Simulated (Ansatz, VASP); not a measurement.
# Two plane-wave programs on Ga3As3N2

```
Ga As N
1.0
     4.01370    0.00000    0.00000
     0.00000    5.67623    0.00000
     0.00000    0.00000   22.88527
Ga As N
3 3 2
Direct
  0.50000 0.50000 0.17478
  0.00000 0.06538 0.27327
  0.50000 0.48946 0.32920
  0.00000 0.25000 0.17478
  0.50000 0.81022 0.25542
  0.00000 0.28876 0.36640
  0.00000 0.53876 0.51497
  0.00000 0.53876 0.56304
```

Alike in both runs: task single point; functional PBE; dispersion D3(BJ); k mesh 7 × 5 × 1; occupations gaussian, width 0.05 eV; no spin polarisation.

```csv
,VASP,Ansatz
version,VASP 6.6.1,Ansatz 0.2.0
potentials or method,"VASP PAW PBE potentials, release 64 (Ga_d, As, N), cutoff 520 eV","scalar-relativistic, plane waves, PAW"
valence electrons in the cell,64,94
```

```csv
,VASP,Ansatz,Ansatz less VASP
gap on the k mesh at the Fermi level (eV),0.40,0.41,+0.008
least direct gap on the mesh (eV),0.75,0.75,+0.003
rms of the force components (eV/Å),0.689,0.331,-0.3582
```

One of these differences is far larger than is usual between the two programs; its cause wasn't traced. VASP's potentials hold 64 valence electrons a cell and Ansatz's 94, so a difference there can come from the potentials and not from the codes.

Noted on VASP's run: the standard files for N, O and F lose accuracy on very short bonds.
